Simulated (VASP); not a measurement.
Wanted: the native input for a VASP 6.6.1 run.

```yaml
Task: single point
Functional: PBE
Potentials_or_basis: VASP PAW PBE potentials, release 64 (Zr_sv, Nb_sv, N)
Cutoff: 600 eV
k_mesh: 3 × 3 × 3
Occupations: gaussian, width 0.15 eV
Spin: no spin polarisation
Dipole_correction: no
Further_INCAR_settings: ALGO = Normal; EDIFF = 1e-06; NBANDS = 36
```

The structure of ZrNb2N3 lies in POSCAR:

```
ZrNb2N3
1.0
    2.7654677040      1.5966435246      3.1348377267
   -2.7654677040      1.5966435246      3.1348377267
    0.0000000000     -3.1932870454      3.1348377287
Zr Nb N
1 2 3
Direct
    0.5000000000      0.5000000000      0.5000000000
    0.1979566012      0.1979566012      0.1979566012
    0.8020433988      0.8020433988      0.8020433988
    0.0000000000      0.5000000000      0.5000000000
    0.5000000000      0.5000000000      0.0000000000
    0.5000000000      0.0000000000      0.5000000000
```

The cell was built from a structure type or drawn by symmetry, and may not be a known phase.

One way to write it, as run:

INCAR

```
SYSTEM = ZrNb2N3
PREC     = Accurate       ! precision mode
ENCUT    = 600            ! plane-wave cutoff, eV
EDIFF    = 1E-6           ! SCF threshold, eV
ISMEAR   = 0              ! smearing method
SIGMA    = 0.15           ! smearing width, eV
LREAL    = .FALSE.        ! projectors in reciprocal space
LASPH    = .TRUE.         ! aspherical terms in the spheres
NELM     = 120            ! most SCF steps
ALGO     = Normal         ! electronic algorithm
ISIF     = 2              ! what is computed and relaxed
LWAVE    = .FALSE.        ! write WAVECAR
LCHARG   = .TRUE.         ! write CHGCAR
GGA      = PE             ! functional
LELF     = .TRUE.         ! ELF
LVHAR    = .TRUE.       
NBANDS   = 36             ! bands
GGA_COMPAT= .FALSE.
```

KPOINTS

```
regular mesh
0
G
  3 3 3
  0 0 0
```

Potentials or basis: VASP PAW PBE potentials, release 64 (Zr_sv, Nb_sv, N).

Run with:

```sh
$ cat potpaw_PBE.64/Zr_sv/POTCAR potpaw_PBE.64/Nb_sv/POTCAR potpaw_PBE.64/N/POTCAR > POTCAR
$ mpirun -np 1 vasp_std > vasp.out
```

Results of the run:

```
Pressure               : -0.1 GPa
Largest force          : 0.027 eV/Å
Band gap on the k mesh : zero (an odd number of electrons rules out a gap without spin polarisation)
```

Caveat: the k points lie up to 0.49 Å⁻¹ apart, too coarse for converged energies and pressures of a metal.

Run time: 23 s on 1 thread of AMD EPYC 7R13 Processor (Zen 3) (shared host), peak memory 0.18 GiB.
